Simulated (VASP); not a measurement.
# Co (Im-3m) in VASP: notebook, part 3 of 3

VASP 6.6.1. Earlier steps stand in the parts before.

### 4 Single point, PBE, collinear spin, ferromagnetic start (12.45 Å³/atom)

This run uses another cell than the first one, of 12.45 Å³/atom.

Contents of INCAR:

```
SYSTEM = Co
PREC = Accurate
ENCUT = 520
EDIFF = 1E-6
ISMEAR = -1
SIGMA = 0.05
LREAL = .False.
LASPH = .True.
NELM = 150
ALGO = Normal
ISIF = 2
LWAVE = .False.
LCHARG = .True.
ISPIN = 2
MAGMOM = 1.826
LORBIT = 11
LMAXMIX = 4
GGA = PE
LELF = .True.
LVHAR = .True.
NBANDS = 14
```

Contents of KPOINTS:

```
regular mesh
0
Gamma
  18 18 18
  0 0 0
```

Contents of POSCAR:

```
Co
1.0
   -1.4599588900      1.4599588900      1.4599588900
    1.4599588900     -1.4599588900      1.4599588900
    1.4599588900      1.4599588900     -1.4599588900
Co
1
Direct
    0.0000000000      0.0000000000      0.0000000000
```

Potentials or basis: VASP PAW PBE potentials, release 64 (Co).

On the command line:

```sh
> cat potpaw_PBE.64/Co/POTCAR > POTCAR
> mpirun -np 1 vasp_std > vasp.out
```

OUTCAR:

```text
SYSTEM = Co
   PREC = Accurate
   ENCUT = 520
   EDIFF = 1E-6
   ISMEAR = -1
   LREAL = .False.
   LASPH = .True.
   NELM = 150
   ISIF = 2
   ISPIN = 2
   LORBIT = 11
   GGA = PE

 ion  position               nearest neighbor table
   1  0.000  0.000  0.000-

  LATTYP: Found a body centered cubic cell.
 ALAT       =     2.9199177800

  Lattice vectors:

 A1 = (  -1.4599588900,   1.4599588900,   1.4599588900)
 A2 = (   1.4599588900,  -1.4599588900,   1.4599588900)
 A3 = (   1.4599588900,   1.4599588900,  -1.4599588900)

Analysis of symmetry for initial positions (statically):
=====================================================================
 Subroutine PRICEL returns:
 Original cell was already a primitive cell.

 Routine SETGRP: Setting up the symmetry group for a
 body centered cubic supercell.

 Subroutine GETGRP returns: Found 48 space group operations
 (whereof 48 operations were pure point group operations)
 out of a pool of 48 trial point group operations.

The static configuration has the point symmetry O_h .

Analysis of symmetry for dynamics (positions and initial velocities):
=====================================================================
 Subroutine PRICEL returns:
 Original cell was already a primitive cell.

 Routine SETGRP: Setting up the symmetry group for a
 body centered cubic supercell.

 Subroutine GETGRP returns: Found 48 space group operations
 (whereof 48 operations were pure point group operations)
 out of a pool of 48 trial point group operations.

The dynamic configuration has the point symmetry O_h .

Analysis of structural, dynamic, and magnetic symmetry:
=====================================================================
 Subroutine PRICEL returns:
 Original cell was already a primitive cell.

 Routine SETGRP: Setting up the symmetry group for a
 body centered cubic supercell.

 Subroutine GETGRP returns: Found 48 space group operations
 (whereof 48 operations were pure point group operations)
 out of a pool of 48 trial point group operations.

The overall configuration has the point symmetry O_h .

 Subroutine INISYM returns: Found 48 space group operations
 (whereof 48 operations are pure point group operations),
 and found     1 'primitive' translations

----------------------------------------------------------------------------------------

                                     Primitive cell

  volume of cell :      12.4475

  direct lattice vectors                    reciprocal lattice vectors
    -1.459958890  1.459958890  1.459958890     0.000000000  0.342475397  0.342475397
     1.459958890 -1.459958890  1.459958890     0.342475397  0.000000000  0.342475397
     1.459958890  1.459958890 -1.459958890     0.342475397  0.342475397  0.000000000

  length of vectors
     2.528722974  2.528722974  2.528722974     0.484333351  0.484333351  0.484333351

  position of ions in fractional coordinates (direct lattice)
     0.000000000  0.000000000  0.000000000

  ion indices of the primitive-cell ions
   primitive index   ion index
                 1           1

----------------------------------------------------------------------------------------

 KPOINTS: regular mesh

Automatic generation of k-mesh.
 Grid dimensions read from file:
 generate k-points for:   18   18   18

 Generating k-lattice:
[... 64 lines left out ...]
   EDIFFG = 0.1E-04   stopping-criterion for IOM
   NSW    =      0    number of steps for IOM
   IBRION =     -1    ionic relax: 0-MD 1-quasi-New 2-CG
   NFREE  =      0    steps in history (QN), initial steepest desc. (CG)
   ISIF   =      2    stress and relaxation
   ISYM   =      2    0-nonsym 1-usesym 2-fastsym
   POTIM  = 0.5000    time-step for ionic-motion
   TEBEG  =    0.0;   TEEND  =   0.0 temperature during run
   PSTRESS=    0.0 pullay stress
   NELECT =       9.0000    total number of electrons
   NUPDOWN=      -1.0000    fix difference up-down
   EMIN   =  10.00;   EMAX   =-10.00  energy-range for DOS
   EFERMI =   0.00;   METHOD = LEGACY
   ISMEAR =    -1;   SIGMA  =   0.05  broadening in eV -4-tet -1-fermi 0-gaus
   EFERMI_NEDOS =   21; number of points for ismear=-14 and -15
   IALGO  =     38    algorithm
   IMIX   =      4    mixing-type and parameters
     AMIX     =   0.40;   BMIX     =  1.00
     AMIX_MAG =   1.60;   BMIX_MAG =  1.00
  volume/ion in A,a.u.               =      12.45        84.00
  Fermi-wavevector in a.u.,A,eV,Ry     =   1.469361  2.776689 29.375256  2.159020
  Thomas-Fermi vector in A             =   2.584747
   LORBIT       =     11    0 simple, 1 ext, 2 COOP (PROOUT), +10 PAW based schemes
   GGA     = PE    functional components
   LHFCALC =     F    Hartree Fock is set to
   AEXX    =    0.0000 exact exchange contribution
   IVDW    =     0    specifies the selected vdW correction
   LEPSILON=     F    determine dielectric tensor
   LRPA    =     F    only Hartree local field effects (RPA)
 spin polarized calculation
  energy-cutoff  :      520.00
  volume of cell :       12.45
 maximum number of plane-waves:       370
   NGX =  9   NGY =  9   NGZ =  9

 number of electron       9.0000008 magnetization       1.8322114

 Free energy of the ion-electron system (eV)
  ---------------------------------------------------
  ext. energy  EPLUGINS =         0.00000000
  ---------------------------------------------------
  free energy    TOTEN  =        -6.86667462 eV

  energy without entropy =       -6.85369396  energy(sigma->0) =       -6.86018429

 E-fermi :   8.7747     XC(G=0): -12.6225

 val. band max:        8.7694552794   @ k =   0.5000   0.5000   0.3333
 cond. band min:       8.7783036466   @ k =   0.2222   0.1667   0.0000
 fundamental gap:      0.0088483672
 Fermi energy:         8.7747245871

 spin component 1

 k-point     1 :       0.0000    0.0000    0.0000
  band No.  band energies     occupation
      1       0.2966      1.00000
      2       5.8823      1.00000
      3       5.8823      1.00000
      4       5.8823      1.00000
      5       6.7017      1.00000
      6       6.7017      1.00000
      7      32.7773      0.00000
      8      32.7773      0.00000
      9      32.7773      0.00000
     10      37.1090      0.00000
     11      37.1090      0.00000
     12      37.7088      0.00000
     13      37.7088      0.00000
     14      37.7088      0.00000
[... 379 lines left out ...]
      3       6.4057      1.00000
      4       6.7558      1.00000
      5       7.2816      1.00000
      6       9.3828      0.00001
      7      15.0180      0.00000
      8      23.2787      0.00000
      9      26.3476      0.00000
     10      31.7984      0.00000
     11      35.9499      0.00000
     12      39.3870      0.00000
     13      44.0194      0.00000
     14      45.1161      0.00000

 [... further k-points ...]

 spin component 2

 k-point     1 :       0.0000    0.0000    0.0000
  band No.  band energies     occupation
      1       0.3233      1.00000
      2       7.4970      1.00000
      3       7.4970      1.00000
      4       7.4970      1.00000
      5       9.1284      0.00085
      6       9.1284      0.00085
      7      32.4849      0.00000
      8      32.4849      0.00000
      9      32.4849      0.00000
     10      37.1704      0.00000
     11      37.1705      0.00000
     12      38.5309      0.00000
     13      38.5309      0.00000
     14      38.5309      0.00000
[... 379 lines left out ...]
      3       7.7095      1.00000
      4       8.9453      0.03195
      5       9.3615      0.00001
      6      10.4944      0.00000
      7      15.8691      0.00000
      8      23.5644      0.00000
      9      26.5876      0.00000
     10      31.9627      0.00000
     11      36.3057      0.00000
     12      39.4047      0.00000
     13      44.6534      0.00000
     14      47.6824      0.00000

 [... further k-points ...]
[... 5 lines left out ...]
  --------------------------------------------------------------------------------------
  -------------------------------------------------------------------------------------
  Total       -1.3752438     -1.3752438     -1.3752438      0.0000000      0.0000000     -0.0000000
  in kB     -177.0143183   -177.0143183   -177.0143183      0.0000000      0.0000000     -0.0000000
  external PRESSURE =    -177.0143183 kB  Pullay stress =       0.0000000 kB

 VOLUME and BASIS-vectors are now :
 -----------------------------------------------------------------------------
  energy-cutoff  :      520.00
  volume of cell :       12.45
      direct lattice vectors                 reciprocal lattice vectors
    -1.459958890  1.459958890  1.459958890     0.000000000  0.342475397  0.342475397
     1.459958890 -1.459958890  1.459958890     0.342475397  0.000000000  0.342475397
     1.459958890  1.459958890 -1.459958890     0.342475397  0.342475397  0.000000000

 POSITION                                       TOTAL-FORCE (eV/Angst)
 -----------------------------------------------------------------------------------
      0.00000      0.00000      0.00000         0.000000      0.000000     -0.000000
 -----------------------------------------------------------------------------------
    total drift:                                0.000000     -0.000000      0.000000

  FREE ENERGIE OF THE ION-ELECTRON SYSTEM (eV)
  ---------------------------------------------------
  free  energy   TOTEN  =        -6.8666746225 eV

  energy  without entropy=       -6.8536939640  energy(sigma->0) =       -6.86018429

 total charge

# of ion       s       p       d       tot
------------------------------------------
    1        0.439   0.427   7.165   8.030

 magnetization (x)

# of ion       s       p       d       tot
------------------------------------------
    1       -0.002  -0.043   1.916   1.872
```

It took 2.4 min on 1 thread of Intel Xeon 8259CL, shared host; peak memory 0.17 GiB.

Results:

```yaml
Free_energy: -6.8667 eV
Pressure: -17.7 GPa
Net_moment: 1.83 μB per cell
Site_moments: Co +1.87 μB
Valence_electrons_inside_the_program's_atomic_spheres: Co 8.03
```

Caveat: the cell stands under tension.

### 5 Relaxation of cell and atoms, PBE, collinear spin, ferromagnetic start

This run uses another cell than the first one, of 11.07 Å³/atom.

Contents of INCAR:

```
ALGO = Normal
EDIFF = 1E-6
EDIFFG = -0.01
ENCUT = 600
GGA = PE
IBRION = 2
ISIF = 3
ISMEAR = -1
ISPIN = 2
LASPH = True
LCHARG = False
LMAXMIX = 4
LORBIT = 11
LREAL = False
LWAVE = False
MAGMOM = 1.7
NELM = 150
NSW = 80
PREC = Accurate
SIGMA = 0.05
```

Contents of KPOINTS:

```
k-points
0
Gamma
  16 16 16
```

Contents of POSCAR:

```
Co
1.0
   -1.4041371717      1.4041371717      1.4041371717
    1.4041371717     -1.4041371717      1.4041371717
    1.4041371717      1.4041371717     -1.4041371717
Co
1
Direct
    0.0000000000      0.0000000000      0.0000000000
```

On the command line:

```sh
> cat potpaw_PBE.64/Co/POTCAR > POTCAR
> mpirun -np 1 vasp_std > vasp.out
```

It took 2.1 min on 1 thread of Intel Xeon 8259CL, shared host; peak memory 0.16 GiB.

Results (log left out):

| Item | Value |
| --- | --- |
| Free energy | -6.9514 eV |
| Relaxed volume | 11.05 Å³/atom |
| Relaxed cell | a = 2.431 Å, b = 2.431 Å, c = 2.431 Å, α = 109.47°, β = 109.47°, γ = 109.47° |
| Space group after relaxing (to 0.1 Å) | Im-3m (No. 229) |
| Energy gained by relaxing | 0.0 meV/atom |
| Ionic steps | 3 |
| Pressure after relaxing | 0.0 GPa |
| Net moment | 1.75 μB per cell |
| Site moments | Co +1.77 μB |
| Valence electrons inside the program's atomic spheres | Co 8.23 |

Final structure:
```xyz
1
Lattice="-1.4033 1.4033 1.4033 1.4033 -1.4033 1.4033 1.4033 1.4033 -1.4033" Properties=species:S:1:pos:R:3 pbc="T T T"
Co    0.0000    0.0000    0.0000
```

Levels at points of the mesh, in eV from the Fermi level:
Spin up:
| k point | band 1 | band 2 | band 3 | band 4 | band 5 | band 6 | band 7 | band 8 | band 9 |
| --- | --- | --- | --- | --- | --- | --- | --- | --- | --- |
| (0.00, 0.00, 0.00) | -9.18 | -3.05 | -3.05 | -3.05 | -1.97 | -1.97 | 25.19 | 25.19 | 25.19 |
| (0.50, 0.00, 0.00) | -5.46 | -4.02 | -1.91 | -1.81 | -0.63 | -0.09 | 6.30 | 18.24 | 19.65 |
| (0.50, 0.50, 0.50) | -5.35 | -5.35 | -0.87 | -0.87 | -0.87 | 9.39 | 9.39 | 9.39 | 15.05 |
Spin down:
```tsv
k point	band 1	band 2	band 3	band 4	band 5	band 6	band 7	band 8
(0.00, 0.00, 0.00)	-9.13	-1.49	-1.49	-1.49	0.33	0.33	24.95	24.95
(0.50, 0.00, 0.00)	-4.41	-2.62	-0.10	0.20	0.54	1.17	7.32	18.24
(0.50, 0.50, 0.50)	-3.79	-3.79	0.91	0.91	0.91	9.50	9.50	9.50
```

### 6 Single point, PBE, collinear spin, ferromagnetic start

This run uses another cell than the first one, of 11.11 Å³/atom.

Contents of INCAR:

```
SYSTEM = Co
  ALGO = Normal
  EDIFF = 1E-6
  ENCUT = 520
  GGA = PE
  ISIF = 2
  ISMEAR = -1
  ISPIN = 2
  LASPH = .TRUE.
  LCHARG = .TRUE.
  LELF = .TRUE.
  LMAXMIX = 4
  LORBIT = 11
  LREAL = .FALSE.
  LVHAR = .TRUE.
  LWAVE = .FALSE.
  MAGMOM = 1.841
  NBANDS = 14
  NELM = 150
  PREC = Accurate
  SIGMA = 0.05
```

Contents of KPOINTS:

```
k-points
0
G
  26 26 26
  0 0 0
```

Contents of POSCAR:

```
Co
1.0
   -1.4058358675      1.4058358675      1.4058358675
    1.4058358675     -1.4058358675      1.4058358675
    1.4058358675      1.4058358675     -1.4058358675
Co
1
Direct
    0.0000000000      0.0000000000      0.0000000000
```

Potentials or basis: VASP PAW PBE potentials, release 64 (Co).

On the command line:

```sh
> cat potpaw_PBE.64/Co/POTCAR > POTCAR
> mpirun -np 1 vasp_std > vasp.out
```

It took 4.5 min on 1 thread of Intel Xeon 8259CL, shared host; peak memory 0.23 GiB.

It converged, with:

| Property | Result |
| --- | --- |
| Free energy | -6.9536 eV |
| Pressure | -0.9 GPa |
| Net moment | 1.75 μB per cell |
| Site moments | Co +1.77 μB |
| Valence electrons inside the program's atomic spheres | Co 8.22 |

Levels at points of the mesh, in eV from the Fermi level:
Spin up:
| k point | band 2 | band 3 | band 4 | band 5 | band 6 | band 7 | band 8 | band 9 |
| --- | --- | --- | --- | --- | --- | --- | --- | --- |
| (0.00, 0.00, 0.00) | -3.03 | -3.03 | -3.03 | -1.97 | -1.97 | 25.14 | 25.14 | 25.14 |
| (0.50, 0.00, 0.00) | -3.99 | -1.91 | -1.82 | -0.63 | -0.09 | 6.25 | 18.19 | 19.57 |
| (0.50, 0.50, 0.50) | -5.33 | -0.87 | -0.87 | -0.87 | 9.35 | 9.35 | 9.35 | 15.00 |
Spin down:
```csv
k point,band 1,band 2,band 3,band 4,band 5,band 6,band 7,band 8
"(0.00, 0.00, 0.00)",-9.10,-1.48,-1.48,-1.48,0.34,0.34,24.89,24.89
"(0.50, 0.00, 0.00)",-4.38,-2.60,-0.10,0.20,0.55,1.16,7.28,18.19
"(0.50, 0.50, 0.50)",-3.75,-3.75,0.90,0.90,0.90,9.46,9.46,9.46
```

### 7 Summary

| task | cell | k mesh | cutoff (eV) | gap on the mesh (eV) | pressure (GPa) | moment (μB) |
| --- | --- | --- | --- | --- | --- | --- |
| single point | a = 2.467 Å, angles 109.5°, 1 atom | 18 × 18 × 18 | 520 | none | -7.9 | 1.78 |
| single point | a = 2.498 Å, angles 109.5°, 1 atom | 18 × 18 × 18 | 520 | none | -13.3 | 1.81 |
| single point | a = 2.529 Å, angles 109.5°, 1 atom | 18 × 18 × 18 | 520 | none | -17.7 | 1.83 |
| relaxation of cell and atoms | relaxed from a = 2.432 Å, angles 109.5°, 1 atom | 16 × 16 × 16 | 600 | none | 0.0 | 1.75 |
| single point | a = 2.435 Å, angles 109.5°, 1 atom | 26 × 26 × 26 | 520 | none | -0.9 | 1.75 |

Alike in all rows: level PBE; potentials or basis VASP PAW PBE potentials, release 64 (Co); spin collinear, ferromagnetic start; smearing fermi-dirac 0.05 eV.

Caveats: the cell stands under tension (at least some runs).

Absolute energies hang on the potentials; compare differences alone.
